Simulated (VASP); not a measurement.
Input of a VASP 6.6.1 run:

INCAR

```
SYSTEM = TiTe2
  PREC = Accurate
  ENCUT = 520
  EDIFF = 1E-6
  ISMEAR = -1
  SIGMA = 0.05
  LREAL = .FALSE.
  LASPH = .TRUE.
  NELM = 100
  ALGO = Normal
  ISIF = 2
  LWAVE = .FALSE.
  LCHARG = .TRUE.
  GGA = PE
  LELF = .TRUE.
  LVHAR = .TRUE.
  NBANDS = 19
```

File KPOINTS:

```
Automatic mesh
0
G
  8 8 4
  0 0 0
```

Contents of POSCAR:

```
TiTe2
1.0
    3.8267030682      0.0000000000      0.0000000000
   -1.9133515341      3.3140220698      0.0000000000
    0.0000000000      0.0000000000      6.5835098060
Te Ti
2 1
Direct
    0.3333333333      0.6666666667      0.7372000000
    0.6666666667      0.3333333333      0.2628000000
    0.0000000000      0.0000000000      0.0000000000
```

Potentials or basis: VASP PAW PBE potentials, release 64 (Te, Ti_sv).

Command:

```bash
$ cat potpaw_PBE.64/Te/POTCAR potpaw_PBE.64/Ti_sv/POTCAR > POTCAR
$ mpirun -np 1 vasp_std > vasp.out
```

Task: Estimate the band gap on the k mesh.

Result: Zero (band 12 reaches 6.74 eV, above the bottom of band 13 at 6.14 eV).

Task: What does it give for the pressure?

Result: -1.5 GPa.

Task: What does it give for the largest force?

Result: 0.296 eV/Å.

Forces in eV/Å, atoms in the order of the input:
```
Te   0.000  0.000  0.296
Te   0.000  0.000 -0.296
Ti   0.000  0.000  0.000
```

Caveat: spin-orbit coupling is left out, which moves the levels of the heavy elements; this functional lacks dispersion, which binds the layers, so the pressure and a relaxed spacing across them are unreliable.
